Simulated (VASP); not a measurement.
# AgBr (Fm-3m) in VASP: further runs

AgBr is run at these levels: PBE+D3(BJ), r2SCAN; tasks: relaxation of cell and atoms.

Program: VASP 6.6.1. These are calculated values, not measurements. Logs are shortened: lines on timing, memory, paths and dates and some standing lists are left out, and cuts for length are marked.

## Step 1: The cell of the first run

The structure is cubic, space group Fm-3m (No. 225). Conventional cell: a = 5.740 Å, b = 5.740 Å, c = 5.740 Å, α = 90.00°, β = 90.00°, γ = 90.00°. Within 3.8 Å of Ag (site symmetry m-3m) lie 6 Br at 2.87 Å. Br (site symmetry m-3m) has 6 Ag at 2.87 Å within 3.8 Å.

## Step 2: Relaxation of cell and atoms, PBE+D3(BJ)

File INCAR:

```
  PREC = Accurate
  ENCUT = 500
  EDIFF = 1E-7
  ISMEAR = 1
  SIGMA = 0.176
  LREAL = False
  LASPH = True
  NELM = 120
  ALGO = Normal
  ISIF = 3
  LWAVE = False
  LCHARG = False
  GGA = PE
  IVDW = 12
  IBRION = 2
  NSW = 100
  EDIFFG = -0.01
  ISYM = 0
  GGA_COMPAT = False
  NELMIN = 4
```

File KPOINTS:

```
Automatic mesh
0
Gamma
  5 5 5
  0.5 0.5 0.5
```

File POSCAR:

```
AgBr
1.0
    0.0000000000      2.8701500000      2.8701500000
    2.8701500000      0.0000000000      2.8701500000
    2.8701500000      2.8701500000      0.0000000000
Ag Br
1 1
Direct
    0.0000000000      0.0000000000      0.0000000000
    0.5000000000      0.5000000000      0.5000000000
```

Potentials or basis: VASP PAW PBE potentials, release 64 (Ag, Br).

Command:

```console
cat potpaw_PBE.64/Ag/POTCAR potpaw_PBE.64/Br/POTCAR > POTCAR
mpirun -np 1 vasp_std > vasp.out
```

OUTCAR:

```text
PREC = Accurate
   ENCUT = 500
   EDIFF = 1E-7
   ISMEAR = 1
   LREAL = False
   LASPH = True
   NELM = 120
   ISIF = 3
   GGA = PE
   IVDW = 12
   IBRION = 2
   NSW = 100
   EDIFFG = -0.01
   ISYM = 0
   NELMIN = 4
 IVDW          = 12

 ion  position               nearest neighbor table
   1  0.000  0.000  0.000-   2 2.87   2 2.87   2 2.87   2 2.87   2 2.87   2 2.87
   2  0.500  0.500  0.500-   1 2.87   1 2.87   1 2.87   1 2.87   1 2.87   1 2.87

IMPORTANT INFORMATION: All symmetrisations will be switched off!
NOSYMM: (Re-)initialisation of all symmetry stuff for point group C_1.

----------------------------------------------------------------------------------------

                                     Primitive cell

  volume of cell :      47.2872

  direct lattice vectors                    reciprocal lattice vectors
     0.000000000  2.870150000  2.870150000    -0.174206923  0.174206923  0.174206923
     2.870150000  0.000000000  2.870150000     0.174206923 -0.174206923  0.174206923
     2.870150000  2.870150000  0.000000000     0.174206923  0.174206923 -0.174206923

  length of vectors
     4.059005056  4.059005056  4.059005056     0.301735242  0.301735242  0.301735242

  position of ions in fractional coordinates (direct lattice)
     0.000000000  0.000000000  0.000000000
     0.500000000  0.500000000  0.500000000

  ion indices of the primitive-cell ions
   primitive index   ion index
                 1           1
                 2           2

----------------------------------------------------------------------------------------

 KPOINTS: Automatic mesh

Automatic generation of k-mesh.
 Grid dimensions read from file:
 generate k-points for:    5    5    5

 Generating k-lattice:

  Cartesian coordinates                     Fractional coordinates (reciprocal lattice)
    -0.034841385  0.034841385  0.034841385     0.200000000  0.000000000  0.000000000
     0.034841385 -0.034841385  0.034841385     0.000000000  0.200000000  0.000000000
     0.034841385  0.034841385 -0.034841385     0.000000000  0.000000000  0.200000000

  Length of vectors
     0.060347048  0.060347048  0.060347048

  Shift w.r.t. Gamma in fractional coordinates (k-lattice)
     0.500000000  0.500000000  0.500000000

 Subroutine IBZKPT returns following result:
 ===========================================

[... 117 lines left out ...]
      direct lattice vectors                 reciprocal lattice vectors
     0.000000000  2.870150000  2.870150000    -0.174206923  0.174206923  0.174206923
     2.870150000  0.000000000  2.870150000     0.174206923 -0.174206923  0.174206923
     2.870150000  2.870150000  0.000000000     0.174206923  0.174206923 -0.174206923

 POSITION                                       TOTAL-FORCE (eV/Angst)
 -----------------------------------------------------------------------------------
      0.00000      0.00000      0.00000        -0.000000     -0.000000      0.000000
      2.87015      2.87015      2.87015         0.000000      0.000000     -0.000000
 -----------------------------------------------------------------------------------
    total drift:                                0.000000      0.000000      0.000000

  FREE ENERGIE OF THE ION-ELECTRON SYSTEM (eV)
  ---------------------------------------------------
  free  energy   TOTEN  =        -5.7133995627 eV

  energy  without entropy=       -5.7147176536  energy(sigma->0) =       -5.71383893

--------------------------------------- Ionic step        2  -------------------------------------------

 number of electron      18.0000001 magnetization

 Free energy of the ion-electron system (eV)
  ---------------------------------------------------
  ext. energy  EPLUGINS =         0.00000000
  ---------------------------------------------------
  free energy    TOTEN  =        -4.97796476 eV

  energy without entropy =       -4.97928006  energy(sigma->0) =       -4.97840320

 E-fermi :   3.8025     XC(G=0):  -9.8918

 val. band max:        3.6968054261   @ k =   0.5000   0.0000   0.0000
 cond. band min:       4.9581920392   @ k =   0.1000   0.1000   0.1000
 fundamental gap:      1.2613866131
 Fermi energy:         3.8024985305

 k-point     1 :       0.1000    0.1000    0.1000
  band No.  band energies     occupation
      1     -11.3858      2.00000
      2       0.5805      2.00000
      3       0.5805      2.00000
      4       0.6615      2.00000
      5       0.9013      2.00000
      6       0.9013      2.00000
      7       1.4563      2.00000
      8       2.0777      2.00000
      9       2.0777      2.00000
     10       4.9582     -0.00000
     11      12.5979      0.00000
     12      13.4171      0.00000
     13      13.4171      0.00000
[... 354 lines left out ...]
  band No.  band energies     occupation
      1     -10.9812      2.00000
      2      -1.4589      2.00000
      3      -0.4958      2.00000
      4      -0.4234      2.00000
      5       1.1567      2.00000
      6       1.1732      2.00000
      7       1.5059      2.00000
      8       3.1371      2.00000
      9       3.6607      1.98295
     10       7.8404      0.00000
     11       9.3995      0.00000
     12      10.6836      0.00000
     13      11.2924      0.00000

 [... further k-points ...]

------------------------ aborting loop because EDIFF is reached ----------------------------------------

 Edisp (eV)   -0.73569

 E8    (eV) :    -0.3103

  FORCE on cell =-STRESS in cart. coord.  units (eV):
  Direction    XX          YY          ZZ          XY          YZ          ZX
  --------------------------------------------------------------------------------------
  -------------------------------------------------------------------------------------
  Total       0.00007     0.00007     0.00007     0.00000     0.00000     0.00000
  in kB       0.00237     0.00238     0.00238     0.00013     0.00013     0.00013
  external pressure =        0.00 kB  Pullay stress =        0.00 kB

 VOLUME and BASIS-vectors are now :
 -----------------------------------------------------------------------------
  energy-cutoff  :      500.00
  volume of cell :       47.00
      direct lattice vectors                 reciprocal lattice vectors
     0.000000462  2.864325671  2.864325673    -0.174561200  0.174561170  0.174561170
     2.864325647  0.000000462  2.864325675     0.174561171 -0.174561198  0.174561170
     2.864325637  2.864325663  0.000000471     0.174561172  0.174561171 -0.174561199

 POSITION                                       TOTAL-FORCE (eV/Angst)
 -----------------------------------------------------------------------------------
      2.86433      2.86433      0.00000         0.000000      0.000000     -0.000000
      2.86433      2.86433      2.86433        -0.000000     -0.000000      0.000000
 -----------------------------------------------------------------------------------
    total drift:                               -0.000000      0.000000     -0.000000

  FREE ENERGIE OF THE ION-ELECTRON SYSTEM (eV)
  ---------------------------------------------------
  free  energy   TOTEN  =        -5.7136594813 eV

  energy  without entropy=       -5.7149747813  energy(sigma->0) =       -5.71409791

 reached required accuracy - stopping structural energy minimisation
```

CONTCAR:

```text
AgBr
   1.00000000000000
     0.0000004617374118    2.8643256714992673    2.8643256725242314
     2.8643256467324583    0.0000004620523446    2.8643256746502743
     2.8643256368564995    2.8643256627614853    0.0000004710130386
  Ag              Br
     1     1
Direct
     0.0000000002385019    0.0000000000634818    0.9999999997585605
     0.4999999997614981    0.4999999999365182    0.5000000002414395

  0.00000000E+00  0.00000000E+00  0.00000000E+00
  0.00000000E+00  0.00000000E+00  0.00000000E+00
```

Run time: 4.3 min. Hardware: 1 thread of Oxide Virtual Turin-like, shared host; peak memory 0.28 GiB.

What came out:

```
Free energy                           : -5.7137 eV
Relaxed volume                        : 23.50 Å³/atom
Relaxed cell                          : a = 4.051 Å, b = 4.051 Å, c = 4.051 Å, α = 60.00°, β = 60.00°, γ = 60.00°
Space group after relaxing (to 0.1 Å) : Fm-3m (No. 225)
Energy gained by relaxing             : 0.1 meV/atom
Ionic steps                           : 2
Pressure after relaxing               : 0.0 GPa
Band gap on the k mesh                : 1.26 eV (least direct gap 2.88 eV)
Dispersion energy per atom            : -0.368 eV
```

Step by step:
```csv
step,energy change (eV),largest force (eV/Å),pressure (GPa),volume (Å³)
1,0.0000,0.0000,-0.29,47.29
2,-0.0003,0.0000,0.00,47.00
```

Final structure:
```xyz
2
Lattice="0.0000 2.8643 2.8643 2.8643 0.0000 2.8643 2.8643 2.8643 0.0000" Properties=species:S:1:pos:R:3 pbc="T T T"
Ag    2.8643    2.8643    0.0000
Br    2.8643    2.8643    2.8643
```

Levels at points of the mesh, in eV from the valence-band top:
| k point | band 7 | band 8 | band 9 | band 10 | band 11 | band 12 |
| --- | --- | --- | --- | --- | --- | --- |
| (0.50, 0.50, 0.50) | -2.17 | 0.00 | 0.00 | 3.72 | 6.63 | 6.75 |
| (0.50, 0.00, 0.00) | -2.17 | 0.00 | 0.00 | 3.72 | 6.63 | 6.75 |
| (0.00, 0.00, 0.50) | -2.17 | 0.00 | 0.00 | 3.72 | 6.63 | 6.75 |
| (0.00, 0.50, 0.00) | -2.17 | 0.00 | 0.00 | 3.72 | 6.63 | 6.75 |

Caveat: a shifted mesh leaves out Γ, where band edges can lie. A hybrid or GW would open this gap; PBE tends to underestimate it.

## Step 3: Relaxation of cell and atoms, r2SCAN

POSCAR is that of step 2.

File INCAR.step1:

```
PREC = Accurate ; ENCUT = 550
ISMEAR = 1 ; SIGMA = 0.2
LREAL = False ; LASPH = True
NELM = 120 ; ISYM = 0
GGA = PE ; ALGO = Normal
EDIFF = 1E-5 ; LWAVE = True
LCHARG = False ; GGA_COMPAT = False
IBRION = 2 ; ISIF = 3
EDIFFG = -0.005 ; NELMIN = 4
NSW = 100
```

File INCAR.step2:

```
PREC = Accurate ; ENCUT = 550
EDIFF = 1E-7 ; ISMEAR = 1
SIGMA = 0.2 ; LREAL = False
LASPH = True ; NELM = 120
ALGO = Normal ; ISIF = 3
LWAVE = False ; LCHARG = False
METAGGA = R2SCAN ; LMIXTAU = True
IBRION = 2 ; NSW = 100
EDIFFG = -0.01 ; ISYM = 0
ISTART = 1 ; GGA_COMPAT = False
NELMIN = 4
```

KPOINTS is that of step 2.

Potentials or basis: VASP PAW PBE potentials, release 64 (Ag, Br).

Command:

```console
cat potpaw_PBE.64/Ag/POTCAR potpaw_PBE.64/Br/POTCAR > POTCAR
cp INCAR.step1 INCAR
mpirun -np 1 vasp_std > vasp.out
cp INCAR.step2 INCAR
mpirun -np 1 vasp_std > vasp.out
```

It took 40 min on 1 thread of Oxide Virtual Turin-like, shared host; peak memory 0.31 GiB.

The run converged. Its results:

- Free energy: -35.5128 eV
- Relaxed volume: 24.19 Å³/atom
- Relaxed cell: a = 4.090 Å, b = 4.090 Å, c = 4.090 Å, α = 60.00°, β = 60.00°, γ = 60.00°
- Space group after relaxing (to 0.1 Å): Fm-3m (No. 225)
- Energy gained by relaxing: 1.7 meV/atom
- Ionic steps: 2
- Pressure after relaxing: 0.0 GPa
- Band gap on the k mesh: 1.78 eV (least direct gap 3.37 eV)

Step by step:
```
step  energy change (eV)  largest force (eV/Å)  pressure (GPa)  volume (Å³)
   1              0.0000                0.0000            1.08        47.29
   2             -0.0034                0.0000           -0.05        48.39
```

Final structure:
```yaml
crystal:
  lattice:
    - [0.00000, 2.89225, 2.89225]
    - [2.89225, 0.00000, 2.89225]
    - [2.89225, 2.89225, 0.00000]
  atoms:
    - { symbol: Ag, position: [0.00000, 0.00000, 0.00000] }
    - { symbol: Br, position: [0.50000, 0.50000, 0.50000] }
```

Levels at points of the mesh, in eV from the valence-band top:
| k point | band 5 | band 6 | band 7 | band 8 | band 9 | band 10 | band 11 | band 12 | band 13 |
| --- | --- | --- | --- | --- | --- | --- | --- | --- | --- |
| (0.50, 0.50, 0.50) | -2.40 | -2.40 | -2.06 | 0.00 | 0.00 | 4.30 | 7.09 | 7.41 | 7.41 |
| (0.50, 0.00, 0.00) | -2.40 | -2.40 | -2.06 | 0.00 | 0.00 | 4.30 | 7.09 | 7.41 | 7.41 |
| (0.00, 0.00, 0.50) | -2.40 | -2.40 | -2.06 | 0.00 | 0.00 | 4.30 | 7.09 | 7.41 | 7.41 |
| (0.00, 0.50, 0.00) | -2.40 | -2.40 | -2.06 | 0.00 | 0.00 | 4.30 | 7.09 | 7.41 | 7.41 |

Caveat: the PAW data sets were made with another functional, which shifts forces and pressure a little; a shifted mesh leaves out Γ, where band edges can lie. Zero-point motion and thermal expansion aren't in these numbers.
